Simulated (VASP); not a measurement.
**KYSe2: single point with PBE**

KYSe2:

```xyz
4
Lattice="4.3197 0.0000 0.0000 0.0000 4.3197 0.0000 0.0000 0.0000 5.8683" Properties=species:S:1:pos:R:3 pbc="T T T"
K     0.0000    0.0000    0.0000
Se    0.0000    0.0000    2.9341
Se    2.1599    2.1599    0.0000
Y     2.1599    2.1599    2.9341
```

```
Program                : VASP 6.6.1
Task                   : single point
Functional             : PBE
Potentials or basis    : VASP PAW PBE potentials, release 64 (K_sv, Se, Y_sv)
Cutoff                 : 520 eV
k mesh                 : 4 × 4 × 2
Occupations            : gaussian, width 0.01 eV
Spin                   : no spin polarisation
Dipole correction      : no
Further INCAR settings : ALGO = Normal; EDIFF = 1e-07; NBANDS = 24
```

```yaml
Pressure: 1.0 GPa
Band_gap_on_the_k_mesh: 0.08 eV, direct
```

Stress tensor (GPa, compression positive):
```
0.71 0.00 0.00
0.00 0.71 0.00
0.00 0.00 1.64
```

Levels at points of the mesh, in eV from the valence-band top:
| k point | band 14 | band 15 | band 16 | band 17 | band 18 | band 19 |
| --- | --- | --- | --- | --- | --- | --- |
| (0.00, 0.00, 0.00) | -0.47 | 0.00 | 0.00 | 0.08 | 1.76 | 1.80 |
| (0.50, 0.00, 0.00) | -1.77 | -1.61 | -0.60 | 2.27 | 2.58 | 2.64 |
| (0.50, 0.50, 0.00) | -1.11 | -0.66 | -0.66 | 0.78 | 0.78 | 2.62 |
| (0.00, 0.00, 0.50) | -1.91 | -0.51 | -0.51 | 0.15 | 1.78 | 1.94 |
| (0.50, 0.00, 0.50) | -2.46 | -0.98 | -0.88 | 2.68 | 3.24 | 3.28 |
| (0.50, 0.50, 0.50) | -1.90 | -1.44 | -1.44 | 2.56 | 2.56 | 2.71 |

Run time: 20 s on 1 thread of Intel(R) Xeon(R) 6975P-C (Granite Rapids), with other jobs on the host, peak memory 0.24 GiB.

Caveat: the k points lie up to 0.54 Å⁻¹ apart. A k mesh can miss the band edges.
